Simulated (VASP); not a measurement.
Write the native input for VASP 6.6.1 that does the following.

* Task: single point
* Functional: PBE
* Potentials or basis: VASP PAW PBE potentials, release 64 (Y_sv, Sb, Se)
* Cutoff: 520 eV
* k mesh: 3 × 3 × 4
* Occupations: gaussian, width 0.1 eV
* Spin: no spin polarisation
* Dipole correction: no
* Further INCAR settings: ALGO = Normal; EDIFF = 1e-07; NBANDS = 34

The structure of YSb5Se2 lies in POSCAR:

```
YSb5Se2
1.0
    7.1355932572      0.0000000029      0.0000000000
   -3.5677966312      6.1796050303      0.0000000000
    0.0000000000      0.0000000000      5.7113276210
Y Sb Se
1 5 2
Direct
    0.0000000000      0.0000000000      0.5000000000
    0.2402625992      0.0000000000      0.0000000000
    0.0000000000      0.2402625992      0.0000000000
    0.7597374008      0.7597374008      0.0000000000
    0.3333333333      0.6666666667      0.5000000000
    0.6666666667      0.3333333333      0.5000000000
    0.3333333333      0.6666666667      0.0000000000
    0.6666666667      0.3333333333      0.0000000000
```

One way to write it, as run:

INCAR

```
SYSTEM = YSb5Se2
ALGO = Normal
EDIFF = 1E-7
ENCUT = 520
GGA = PE
ISIF = 2
ISMEAR = 0
LASPH = .True.
LCHARG = .True.
LELF = .True.
LREAL = .False.
LVHAR = .True.
LWAVE = .False.
NBANDS = 34
NELM = 80
PREC = Accurate
SIGMA = 0.1
```

KPOINTS

```
k-points
0
Gamma
  3 3 4
  0 0 0
```

Potentials or basis: VASP PAW PBE potentials, release 64 (Y_sv, Sb, Se).

Run with:

```sh
$ cat potpaw_PBE.64/Y_sv/POTCAR potpaw_PBE.64/Sb/POTCAR potpaw_PBE.64/Se/POTCAR > POTCAR
$ mpirun -np 1 vasp_std > vasp.out
```

It gave:

- Pressure: 0.1 GPa
- Largest force: 0.021 eV/Å
- Band gap on the k mesh: zero (band 24 reaches 5.70 eV, above the bottom of band 25 at 4.75 eV)

Caveat: spin-orbit coupling is left out, which moves the levels of the heavy elements.

Run time: 2.1 min on 1 thread of Intel(R) Xeon(R) Platinum 8488C (Sapphire Rapids), with other jobs on the host, peak memory 0.39 GiB.
